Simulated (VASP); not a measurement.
# SnO (P1) in VASP: single point with PBEsol

Aim: the single point of SnO with PBEsol.

Everything below comes from runs of VASP 6.6.1. Logs are shortened: lines on timing, memory, paths and dates and some standing lists are left out, and cuts for length are marked.

## (1) The cell of the first run

The typed cell holds 4 atoms: a = 3.757 Å, b = 3.760 Å, c = 4.819 Å, α = 91.24°, β = 90.88°, γ = 89.72°.

## (2) Single point, PBEsol (atoms moved at random and the cell strained at random)

INCAR

```
PREC = Accurate ; ENCUT = 520
EDIFF = 1E-6 ; ISMEAR = 0
SIGMA = 0.15 ; LREAL = F
LASPH = T ; NELM = 100
ALGO = Normal ; ISIF = 2
LWAVE = F ; LCHARG = F
GGA = PS ; NBANDS = 28
```

KPOINTS

```
Automatic mesh
0
Gamma
  12 12 10
```

POSCAR

```
SnO
1.0
    3.7567665803      0.0090125208     -0.0290050494
    0.0090125208      3.7596391851     -0.0408752488
   -0.0368933243     -0.0519917683      4.8183426522
Sn O
2 2
Direct
    0.0079157650      0.4946711386      0.2234715928
    0.4938599730     -0.0011383523      0.7636228461
    0.0049355881      0.0040149763      0.0080621641
    0.4932886739      0.5024522375      0.0048433970
```

Potentials or basis: VASP PAW PBE potentials, release 64 (Sn_d, O).

Launch:

```
cat potpaw_PBE.64/Sn_d/POTCAR potpaw_PBE.64/O/POTCAR > POTCAR
mpirun -np 1 vasp_std > vasp.out
```

OUTCAR:

```text
PREC = Accurate
   ENCUT = 520
   EDIFF = 1E-6
   ISMEAR = 0
   LREAL = F
   LASPH = T
   NELM = 100
   ISIF = 2
   GGA = PS

 ion  position               nearest neighbor table
   1  0.008  0.495  0.223-   3 2.10   4 2.12   4 2.19   3 2.20   2 3.41   2 3.44   2 3.49   2 3.50
                             2 3.66   2 3.69   2 3.74
   2  0.494  0.999  0.764-   3 2.20   4 2.20   4 2.22   3 2.24   1 3.41   1 3.44   1 3.49   1 3.50
                             1 3.66   1 3.69   1 3.74
   3  0.005  0.004  0.008-   1 2.10   2 2.20   1 2.20   2 2.24
   4  0.493  0.502  0.005-   1 2.12   1 2.19   2 2.20   2 2.22

  LATTYP: Found a triclinic cell.
 ALAT       =     3.7568893592
 B/A-ratio  =     1.4113190534
 C/A-ratio  =     3.0822524503
 COS(alpha) =     0.0011252422
 COS(beta)  =     0.6456356995
 COS(gamma) =     0.7050967372

  Lattice vectors:

 A1 = (  -3.7567665803,  -0.0090125208,   0.0290050494)
 A2 = (  -3.7477540595,   3.7506266643,  -0.0118701994)
 A3 = (  -7.4946648779,  -7.4853116435,  -4.6785820558)

Analysis of symmetry for initial positions (statically):
=====================================================================
 Subroutine PRICEL returns:
 Original cell was already a primitive cell.

 Routine SETGRP: Setting up the symmetry group for a
 triclinic supercell.

 Subroutine GETGRP returns: Found  1 space group operations
 (whereof  1 operations were pure point group operations)
 out of a pool of  2 trial point group operations.

The static configuration has the point symmetry C_1 .

Analysis of symmetry for dynamics (positions and initial velocities):
=====================================================================
 Subroutine PRICEL returns:
 Original cell was already a primitive cell.

 Routine SETGRP: Setting up the symmetry group for a
 triclinic supercell.

 Subroutine GETGRP returns: Found  1 space group operations
 (whereof  1 operations were pure point group operations)
 out of a pool of  2 trial point group operations.

The dynamic configuration has the point symmetry C_1 .

 Subroutine INISYM returns: Found  1 space group operations
 (whereof  1 operations are pure point group operations),
 and found     1 'primitive' translations

----------------------------------------------------------------------------------------

                                     Primitive cell

  volume of cell :      68.0423

  direct lattice vectors                    reciprocal lattice vectors
     3.756766580  0.009012521 -0.029005049     0.266203518 -0.000616049  0.002031633
     0.009012521  3.759639185 -0.040875249    -0.000616049  0.266015604  0.002865694
    -0.036893324 -0.051991768  4.818342652     0.001597243  0.002252971  0.207576782

  length of vectors
     3.756889359  3.759872180  4.818764383     0.266211983  0.266031752  0.207595153

  position of ions in fractional coordinates (direct lattice)
     0.007915765  0.494671139  0.223471593
     0.493859973  0.998861648  0.763622846
     0.004935588  0.004014976  0.008062164
     0.493288674  0.502452238  0.004843397

  ion indices of the primitive-cell ions
   primitive index   ion index
                 1           1
                 2           2
                 3           3
                 4           4

----------------------------------------------------------------------------------------

 KPOINTS: Automatic mesh

Automatic generation of k-mesh.
 Grid dimensions read from file:
 generate k-points for:   12   12   10

 Generating k-lattice:

  Cartesian coordinates                     Fractional coordinates (reciprocal lattice)
     0.022183626 -0.000051337  0.000169303     0.083333333 -0.000000000 -0.000000000
    -0.000051337  0.022167967  0.000238808    -0.000000000  0.083333333  0.000000000
     0.000159724  0.000225297  0.020757678    -0.000000000  0.000000000  0.100000000

  Length of vectors
     0.022184332  0.022169313  0.020759515

  Shift w.r.t. Gamma in fractional coordinates (k-lattice)
     0.000000000  0.000000000  0.000000000

 Subroutine IBZKPT returns following result:
 ===========================================

 Found    724 irreducible k-points:

 Following reciprocal coordinates:
            Coordinates               Weight
  0.000000  0.000000  0.000000      1.000000
  0.083333  0.000000 -0.000000      2.000000
  0.166667 -0.000000  0.000000      2.000000
  0.250000  0.000000 -0.000000      2.000000
  0.333333  0.000000  0.000000      2.000000
  0.416667 -0.000000 -0.000000      2.000000
[... 16 lines left out ...]
  0.250000  0.166667  0.000000      2.000000
  0.333333  0.166667  0.000000      2.000000
 [... further k-points ...]
   k-points           NKPTS =    724   k-points in BZ     NKDIM =    724   number of bands    NBANDS=     28
   number of dos      NEDOS =    301   number of ions     NIONS =      4
   total plane-waves  NPLWV =  28224
   dimension x,y,z NGX =    28 NGY =   28 NGZ =   36
   dimension x,y,z NGXF=    56 NGYF=   56 NGZF=   72
   ions per type =               2   2
   NGX,Y,Z   is equivalent  to a cutoff of  12.39, 12.38, 12.42 a.u.
   NGXF,Y,Z  is equivalent  to a cutoff of  24.78, 24.76, 24.84 a.u.
 SYSTEM =  unknown system
   PREC   = accura    normal or accurate (medium, high low for compatibility)
   ISTART =      0    job   : 0-new  1-cont  2-samecut
   ICHARG =      2    charge: 1-file 2-atom 10-const
   ISPIN  =      1    spin polarized calculation?
   LNONCOLLINEAR =      F non collinear calculations
   LSORBIT =      F    spin-orbit coupling
   LASPH  =      T    aspherical Exc in radial PAW
   ENCUT  =  520.0 eV  38.22 Ry    6.18 a.u.   6.99  6.99  8.96*2*pi/ulx,y,z
   NELM   =    100;   NELMIN=  2; NELMDL= -5     # of ELM steps
   EDIFF  = 0.1E-05   stopping-criterion for ELM
   LREAL  =      F    real-space projection
   EDIFFG = 0.1E-04   stopping-criterion for IOM
   NSW    =      0    number of steps for IOM
   IBRION =     -1    ionic relax: 0-MD 1-quasi-New 2-CG
   NFREE  =      0    steps in history (QN), initial steepest desc. (CG)
   ISIF   =      2    stress and relaxation
   ISYM   =      2    0-nonsym 1-usesym 2-fastsym
   POTIM  = 0.5000    time-step for ionic-motion
   TEBEG  =    0.0;   TEEND  =   0.0 temperature during run
   PSTRESS=    0.0 pullay stress
   NELECT =      40.0000    total number of electrons
   NUPDOWN=      -1.0000    fix difference up-down
   EMIN   =  10.00;   EMAX   =-10.00  energy-range for DOS
   EFERMI =   0.00;   METHOD = LEGACY
   ISMEAR =     0;   SIGMA  =   0.15  broadening in eV -4-tet -1-fermi 0-gaus
   EFERMI_NEDOS =   21; number of points for ismear=-14 and -15
   IALGO  =     38    algorithm
   IMIX   =      4    mixing-type and parameters
     AMIX     =   0.40;   BMIX     =  1.00
     AMIX_MAG =   1.60;   BMIX_MAG =  1.00
  volume/ion in A,a.u.               =      17.01       114.79
  Fermi-wavevector in a.u.,A,eV,Ry     =   1.371414  2.591596 25.589502  1.880775
  Thomas-Fermi vector in A             =   2.497113
   LORBIT       =      0    0 simple, 1 ext, 2 COOP (PROOUT), +10 PAW based schemes
   GGA     = PS    functional components
   LHFCALC =     F    Hartree Fock is set to
   AEXX    =    0.0000 exact exchange contribution
   IVDW    =     0    specifies the selected vdW correction
   LEPSILON=     F    determine dielectric tensor
   LRPA    =     F    only Hartree local field effects (RPA)
 non-spin polarized calculation
 Gauss-broadening in eV      SIGMA  =   0.15
  energy-cutoff  :      520.00
  volume of cell :       68.04
 maximum number of plane-waves:      1852
   NGX = 13   NGY = 13   NGZ = 17

 number of electron      40.0000010 magnetization

 Free energy of the ion-electron system (eV)
  ---------------------------------------------------
  ext. energy  EPLUGINS =         0.00000000
  ---------------------------------------------------
  free energy    TOTEN  =       -24.05333936 eV

  energy without entropy =      -24.05256317  energy(sigma->0) =      -24.05295126

 E-fermi :   7.6470     XC(G=0): -10.6063

 val. band max:        7.6403875093   @ k =   0.5000   0.5000  -0.0000
 cond. band min:       7.7732256527   @ k =   0.5000   0.5000   0.1000
 fundamental gap:      0.1328381434
 Fermi energy:         7.6469758843

 k-point     1 :       0.0000    0.0000    0.0000
  band No.  band energies     occupation
      1     -14.7193      2.00000
      2     -14.1449      2.00000
      3     -14.1195      2.00000
      4     -14.1046      2.00000
      5     -14.0704      2.00000
      6     -14.0626      2.00000
[... 20 lines left out ...]
     27      14.4383      0.00000
     28      14.7332      0.00000

 k-point     2 :       0.0833    0.0000   -0.0000
  band No.  band energies     occupation
      1     -14.7156      2.00000
      2     -14.1601      2.00000
      3     -14.1194      2.00000
      4     -14.1016      2.00000
      5     -14.0718      2.00000
      6     -14.0608      2.00000
[... 20 lines left out ...]
     27      14.5939      0.00000
     28      15.3757      0.00000

 k-point     3 :       0.1667   -0.0000    0.0000
  band No.  band energies     occupation
      1     -14.7050      2.00000
      2     -14.2346      2.00000
      3     -14.1163      2.00000
      4     -14.0972      2.00000
      5     -14.0755      2.00000
      6     -14.0706      2.00000
[... 20 lines left out ...]
     27      14.7466      0.00000
     28      16.7117      0.00000

 k-point     4 :       0.2500    0.0000   -0.0000
  band No.  band energies     occupation
      1     -14.6883      2.00000
      2     -14.3399      2.00000
      3     -14.1103      2.00000
      4     -14.0907      2.00000
      5     -14.0795      2.00000
      6     -14.0623      2.00000
[... 578 lines left out ...]
     27      16.1843      0.00000
     28      17.1852      0.00000

 k-point    23 :       0.2500    0.1667    0.0000
  band No.  band energies     occupation
      1     -14.6798      2.00000
      2     -14.4007      2.00000
      3     -14.1226      2.00000
      4     -14.0924      2.00000
      5     -14.0638      2.00000
      6     -14.0450      2.00000
[... 20 lines left out ...]
     27      16.2428      0.00000
     28      16.4256      0.00000

 k-point    24 :       0.3333    0.1667    0.0000
  band No.  band energies     occupation
      1     -14.6624      2.00000
      2     -14.4801      2.00000
      3     -14.1146      2.00000
      4     -14.0953      2.00000
      5     -14.0520      2.00000
      6     -14.0392      2.00000
[... 20 lines left out ...]
     27      15.6378      0.00000
     28      16.3291      0.00000

 [... further k-points ...]

------------------------ aborting loop because EDIFF is reached ----------------------------------------

  FORCE on cell =-STRESS in cart. coord.  units (eV):
  Direction    XX          YY          ZZ          XY          YZ          ZX
  --------------------------------------------------------------------------------------
  -------------------------------------------------------------------------------------
  Total        2.7401895      3.0995548      2.4334812     -0.1550616      0.8170888     -0.2604803
  in kB       64.5226324     72.9845271     57.3006392     -3.6512005     19.2398074     -6.1334715
  external PRESSURE =      64.9359329 kB  Pullay stress =       0.0000000 kB

 VOLUME and BASIS-vectors are now :
 -----------------------------------------------------------------------------
  energy-cutoff  :      520.00
  volume of cell :       68.04
      direct lattice vectors                 reciprocal lattice vectors
     3.756766580  0.009012521 -0.029005049     0.266203518 -0.000616049  0.002031633
     0.009012521  3.759639185 -0.040875249    -0.000616049  0.266015604  0.002865694
    -0.036893324 -0.051991768  4.818342652     0.001597243  0.002252971  0.207576782

 POSITION                                       TOTAL-FORCE (eV/Angst)
 -----------------------------------------------------------------------------------
      0.02595      1.84824      1.05631        -0.255577      0.485467      1.949434
      1.83615      3.72011      3.62424         0.086341     -0.123793     -0.884387
      0.01828      0.01472      0.03854        -0.243420     -0.423046     -0.599409
      1.85752      1.89323     -0.01151         0.412656      0.061373     -0.465638
 -----------------------------------------------------------------------------------
    total drift:                                0.000521      0.001536      0.000030

  FREE ENERGIE OF THE ION-ELECTRON SYSTEM (eV)
  ---------------------------------------------------
  free  energy   TOTEN  =       -24.0533393605 eV

  energy  without entropy=      -24.0525631661  energy(sigma->0) =      -24.05295126
```

Run time: 8.9 min. Hardware: 1 thread of AMD EPYC 9R45 (Zen 5), shared host; peak memory 1 GiB.

Results:

* Free energy: -24.0533 eV
* Pressure: 6.5 GPa
* Largest force: 2.025 eV/Å
* Band gap on the k mesh: 0.12 eV (least direct gap 1.80 eV)

Forces in eV/Å, atoms in the order of the input:
```
Sn  -0.256  0.485  1.949
Sn   0.086 -0.124 -0.884
O   -0.243 -0.423 -0.599
O    0.413  0.061 -0.466
```

Caveat: the cell differs from its parent crystal (atoms moved at random and the cell strained at random); the cell stands under pressure; semilocal functionals underestimate gaps, and a narrow one can read as zero; the PAW data sets were made with another functional, which shifts forces and pressure a little; spin-orbit coupling is left out, which moves the levels of the heavy elements.
